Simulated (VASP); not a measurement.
## MgO: single point with PBE

The system is MgO.

```
Mg O
1.0
     0.00000    0.00000    4.15478
    -6.12912    0.00000    0.00000
     3.06456   -7.19588   -2.07739
Mg O
8 8
Direct
  0.07078 0.40450 0.14155
  0.92922 0.59550 0.85845
  0.42922 0.26295 0.85845
  0.57078 0.73705 0.14155
  0.69008 0.35379 0.38015
  0.30992 0.64621 0.61985
  0.80992 0.97363 0.61985
  0.19008 0.02637 0.38015
  0.19016 0.35466 0.38032
  0.80984 0.64534 0.61968
  0.30984 0.97434 0.61968
  0.69016 0.02566 0.38032
  0.57077 0.40069 0.14153
  0.42923 0.59931 0.85847
  0.92923 0.25916 0.85847
  0.07077 0.74084 0.14153
```

```json
{
 "Program": "VASP 6.6.1",
 "Task": "single point",
 "Functional": "PBE",
 "Potentials or basis": "VASP PAW PBE potentials, release 64 (Mg, O)",
 "Cutoff": "520 eV",
 "k mesh": "6 × 6 × 6",
 "Occupations": "gaussian, width 0.05 eV",
 "Spin": "no spin polarisation"
}
```

* Pressure: 3.9 GPa
* Largest force: 0.099 eV/Å
* Band gap on the k mesh: 3.20 eV

Forces on the atoms (eV/Å):
```
Mg   0.008  0.010  0.000
Mg  -0.008 -0.010  0.000
Mg   0.008 -0.010  0.000
Mg  -0.008  0.010  0.000
Mg  -0.025  0.033  0.000
Mg   0.025 -0.033  0.000
Mg  -0.025 -0.033  0.000
Mg   0.025  0.033  0.000
O    0.006  0.011  0.000
O   -0.006 -0.011  0.000
O    0.006 -0.011  0.000
O   -0.006  0.011  0.000
O    0.098 -0.017  0.000
O   -0.098  0.017  0.000
O    0.098  0.017  0.000
O   -0.098 -0.017  0.000
```

Stress tensor (GPa, compression positive):
```
3.53 0.00 0.00
0.00 3.76 0.00
0.00 0.00 4.44
```

Levels at points of the mesh, in eV from the valence-band top:
| k point | band 29 | band 30 | band 31 | band 32 | band 33 | band 34 | band 35 | band 36 |
| --- | --- | --- | --- | --- | --- | --- | --- | --- |
| (0.00, 0.00, 0.00) | -0.53 | -0.52 | -0.52 | 0.00 | 3.20 | 6.42 | 6.98 | 7.46 |
| (0.50, 0.00, 0.00) | -0.52 | -0.52 | -0.38 | -0.38 | 6.07 | 6.07 | 7.18 | 7.18 |
| (0.00, 0.50, 0.00) | -0.49 | -0.48 | -0.46 | -0.43 | 4.99 | 5.61 | 6.46 | 7.38 |
| (0.50, 0.50, 0.00) | -0.63 | -0.63 | -0.47 | -0.47 | 6.05 | 6.05 | 7.19 | 7.19 |
| (0.00, 0.00, 0.50) | -0.55 | -0.48 | -0.40 | -0.35 | 4.38 | 4.91 | 7.09 | 7.93 |

Wall time 6.3 min on 1 thread of Intel(R) Xeon(R) Platinum 8488C (Sapphire Rapids), with other jobs on the host, peak memory 0.43 GiB.

Caveat: the cell stands under pressure. A k mesh can miss the band edges.
